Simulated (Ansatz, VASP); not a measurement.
## One calculation of Cu3P2, two programs

```
Cu P
1.0
     1.96634    1.13527    5.44268
    -1.96634    1.13527    5.44268
     0.00000   -2.27054    5.44268
Cu P
3 2
Direct
  0.00000 0.00000 0.00000
  0.26150 0.26150 0.26150
  0.73850 0.73850 0.73850
  0.43188 0.43188 0.43188
  0.56812 0.56812 0.56812
```

Alike in both runs: functional PBE; k mesh 12 × 12 × 12; occupations gaussian, width 0.1 eV; no spin polarisation.

Ansatz relaxed the structure, and its values are those at the end. VASP's run is a single point on that final structure, the one shown.

|  | VASP | Ansatz |
| --- | --- | --- |
| version | VASP 6.6.1 | Ansatz 0.2.0 |
| potentials or method | VASP PAW PBE potentials, release 64 (Cu, P), cutoff 520 eV | scalar-relativistic, plane waves, PAW |
| valence electrons in the cell | 43 | 67 |

```csv
,VASP,Ansatz,Ansatz less VASP
gap on the k mesh at the Fermi level (eV),none,none,-
pressure (GPa),0.2,0.0,-0.17
rms of the force components (eV/Å),0.018,0.000,-0.0177
```

A gap of «none» marks a metal or a gap that the smearing closes. VASP's potentials hold 43 valence electrons a cell and Ansatz's 67, so a difference there can come from the potentials and not from the codes.
